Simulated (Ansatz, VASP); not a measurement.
## Cs3N in VASP and in Ansatz

File INCAR:

```
SYSTEM = Cs3N
PREC = Accurate
ENCUT = 520
EDIFF = 1E-6
ISMEAR = 0
SIGMA = 0.1
LREAL = .False.
LASPH = .True.
NELM = 60
ALGO = Normal
ISIF = 2
LWAVE = .False.
LCHARG = .True.
GGA = PE
LELF = .True.
LVHAR = .True.
NBANDS = 24
```

Contents of KPOINTS:

```
Automatic mesh
0
Gamma
  6 6 6
  0 0 0
```

POSCAR

```
Cs3N
1.0
   -2.5261207082      2.5261207082      5.6427631404
    2.5261207082     -2.5261207082      5.6427631404
    2.5261207082      2.5261207082     -5.6427631404
Cs N
3 1
Direct
    0.5000000000      0.5000000000      0.0000000000
    0.2500000000      0.7500000000      0.5000000000
    0.7500000000      0.2500000000      0.5000000000
    0.0000000000      0.0000000000      0.0000000000
```

Input for Ansatz:

```yaml
crystal:
  lattice:
    - [-2.5261207082, 2.5261207082, 5.6427631404]
    - [2.5261207082, -2.5261207082, 5.6427631404]
    - [2.5261207082, 2.5261207082, -5.6427631404]
  atoms:
    - { symbol: Cs, position: [0.5, 0.5, 0.0] }
    - { symbol: Cs, position: [0.25, 0.75, 0.5] }
    - { symbol: Cs, position: [0.75, 0.25, 0.5] }
    - { symbol: "N", position: [0.0, 0.0, 0.0] }
basis:
  ecutwfc: 420
kpoints:
  mp_grid: { grid: [6, 6, 6] }
hamiltonian:
  xc: pbe
scf:
  occupations: { method: gaussian, width: 0.1 }
  lower_state_search: "off"
output:
  forces: true
  stress: true
  eigenvalues: true
```

Alike in both runs: task single point; functional PBE; k mesh 6 × 6 × 6; occupations gaussian, width 0.1 eV; no spin polarisation.

```csv
,VASP,Ansatz
version,VASP 6.6.1,Ansatz 0.2.0
potentials or method,"VASP PAW PBE potentials, release 64 (Cs_sv, N), cutoff 520 eV","scalar-relativistic, plane waves, PAW"
valence electrons in the cell,32,32
```

```tsv
	VASP	Ansatz	Ansatz less VASP
gap on the k mesh at the Fermi level (eV)	none	none	-
pressure (GPa)	0.1	0.0	-0.13
traceless stress, the component that is largest in VASP (GPa)	-2.35	-2.33	+0.019
```

A gap of «none» marks a metal or a gap that the smearing closes. With one functional, cell and mesh, what is left measures potentials, basis and numerics.

Spin-orbit coupling is off throughout.
